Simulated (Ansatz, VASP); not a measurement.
## Te in VASP and in Ansatz

```
Te
1.0
     3.85268    0.00000    0.00000
    -1.92634    3.33652    0.00000
     0.00000    0.00000    8.21121
Te
4
Direct
  0.00000 0.00000 0.00000
  0.00000 0.00000 0.50000
  0.33333 0.66667 0.25000
  0.66667 0.33333 0.75000
```

Alike in both runs: task single point; functional PBEsol; k mesh 10 × 10 × 4; occupations fermi-dirac, width 0.1 eV; no spin polarisation.

|  | VASP | Ansatz |
| --- | --- | --- |
| version | VASP 6.6.1 | Ansatz 0.2.0 |
| potentials or method | VASP PAW PBE potentials, release 64 (Te), cutoff 520 eV | plane waves (420 eV) with PAW, scalar-relativistic |
| valence electrons in the cell | 24 | 64 |

Ansatz gave:

```
pressure (GPa)                                                : 10.0
traceless stress, the component that is largest in VASP (GPa) : 3.16
```

Question: What did VASP give for the same quantities?

Answer: Pressure (GPa): 10.1; traceless stress, the component that is largest in VASP (GPa): 3.24.

VASP's potentials were made for PBE, not for PBEsol, and Ansatz warns of the same on its side. The functional is the same, so the differences come from potentials, cutoffs and numerics. VASP's potentials hold 24 valence electrons a cell and Ansatz's 64, so a difference there can come from the potentials and not from the codes.

Neither program's run includes spin-orbit coupling.
